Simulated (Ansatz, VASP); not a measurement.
## Ti in VASP and in Ansatz

Contents of INCAR:

```
ALGO     = Normal         # electronic algorithm
EDIFF    = 1E-6           # SCF threshold, eV
ENCUT    = 500            # plane-wave cutoff, eV
GGA      = PE             # functional
GGA_COMPAT= False        
ISIF     = 2              # what is computed and relaxed
ISMEAR   = 0              # smearing method
LASPH    = True           # aspherical terms in the spheres
LCHARG   = False          # write CHGCAR
LREAL    = False          # projectors in reciprocal space
LWAVE    = False          # write WAVECAR
NBANDS   = 12             # bands
NELM     = 120            # most SCF steps
PREC     = Accurate       # precision mode
SIGMA    = 0.15           # smearing width, eV
```

The input KPOINTS:

```
k-points
0
Gamma
  14 14 14
```

The input POSCAR:

```
Ti
1.0
   -1.5753600000      1.5753600000      1.5097200000
    1.5753600000     -1.5753600000      1.5097200000
    1.5753600000      1.5753600000     -1.5097200000
Ti
1
Direct
    0.0000000000      0.0000000000      0.0000000000
```

Input for Ansatz:

```yaml
crystal:
  lattice:
    - [-1.57536, 1.57536, 1.50972]
    - [1.57536, -1.57536, 1.50972]
    - [1.57536, 1.57536, -1.50972]
  atoms:
    - { symbol: Ti, position: [0.0, 0.0, 0.0] }
basis:
  ecutwfc: 420
kpoints:
  mp_grid: { grid: [14, 14, 14] }
hamiltonian:
  xc: pbe
scf:
  occupations: { method: gaussian, width: 0.15 }
output:
  forces: true
  stress: true
  eigenvalues: true
```

Change from the starting cell: strain -0.040 along x and y, -0.080 along z, atoms carried along.

Alike in both runs: task single point; functional PBE; k mesh 14 × 14 × 14; occupations gaussian, width 0.15 eV; no spin polarisation.

```csv
,VASP,Ansatz
version,VASP 6.6.1,Ansatz 0.2.0
potentials or method,"VASP PAW PBE potentials, release 64 (Ti_sv), cutoff 500 eV","scalar-relativistic, plane waves, PAW"
valence electrons in the cell,12,12
```

Ansatz gave:

| Quantity | Value |
| --- | --- |
| gap on the k mesh at the Fermi level (eV) | none |
| pressure (GPa) | 19.0 |
| traceless stress, the component that is largest in VASP (GPa) | -0.72 |

What did VASP give for the same quantities?

gap on the k mesh at the Fermi level (eV): none; pressure (GPa): 18.5; traceless stress, the component that is largest in VASP (GPa): -0.73.

A gap of «none» marks a metal or a gap that the smearing closes.
